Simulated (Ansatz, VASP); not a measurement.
## One calculation of CaSc2N2, two programs

```
Ca Sc N
1.0
     3.32721    0.00000    0.00000
    -1.66360    2.88144    0.00000
     0.00000    0.00000    8.28461
Ca Sc N
1 2 2
Cartesian
  0.0000 0.0000 0.0000
  0.0000 1.9210 5.6470
  1.6636 0.9605 2.6376
  0.0000 1.9210 1.6395
  1.6636 0.9605 6.6451
```

Alike in both runs: task relaxation of cell and atoms; functional PBE; k mesh 12 × 12 × 4; occupations gaussian, width 0.01 eV; no spin polarisation.

|  | VASP | Ansatz |
| --- | --- | --- |
| version | VASP 6.6.1 | Ansatz 0.2.0 |
| potentials or method | VASP PAW PBE potentials, release 64 (Ca_sv, Sc_sv, N), cutoff 600 eV | scalar-relativistic, plane waves, PAW |
| valence electrons in the cell | 42 | 42 |

```tsv
	VASP	Ansatz	Ansatz less VASP
gap on the k mesh at the Fermi level, each at its own relaxed structure (eV)	0.17	0.16	-0.009
relaxed volume (Å³/atom)	15.94	15.89	-0.051
relaxed length of the cell vector where the two differ most in proportion (Å)	3.329	3.325	-0.0042
```
